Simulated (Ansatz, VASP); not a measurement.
# Two plane-wave programs on InB5

```xyz
6
Lattice="0.0000 3.1089 3.1089 3.1089 0.0000 3.1089 3.1089 3.1089 0.0000" Properties=species:S:1:pos:R:3 pbc="T T T"
In    0.0000    0.0000    0.0000
B     1.5545    1.5545    1.5545
B     3.7411    3.7411    3.7411
B     3.7411    2.4767    2.4767
B     2.4767    3.7411    2.4767
B     2.4767    2.4767    3.7411
```

Change from the starting cell: species swapped into the ZrNi5 type (F-43m, No. 216).

Alike in both runs: functional PBE; k mesh 10 × 10 × 10; occupations gaussian, width 0.1 eV; no spin polarisation.

Ansatz relaxed the structure, and its values are those at the end. VASP's run is a single point on that final structure, the one shown.

```csv
,VASP,Ansatz
version,VASP 6.6.1,Ansatz 0.2.0
potentials or method,"VASP PAW PBE potentials, release 64 (In_d, B), cutoff 520 eV","scalar-relativistic, plane waves, PAW"
valence electrons in the cell,28,28
```

|  | VASP | Ansatz | Ansatz less VASP |
| --- | --- | --- | --- |
| gap on the k mesh at the Fermi level (eV) | none | none | - |
| pressure (GPa) | 0.1 | 0.0 | -0.04 |
| rms of the force components (eV/Å) | 0.004 | 0.001 | -0.0025 |

A gap of «none» marks a metal or a gap that the smearing closes. With one functional, cell and mesh, what is left measures potentials, basis and numerics.
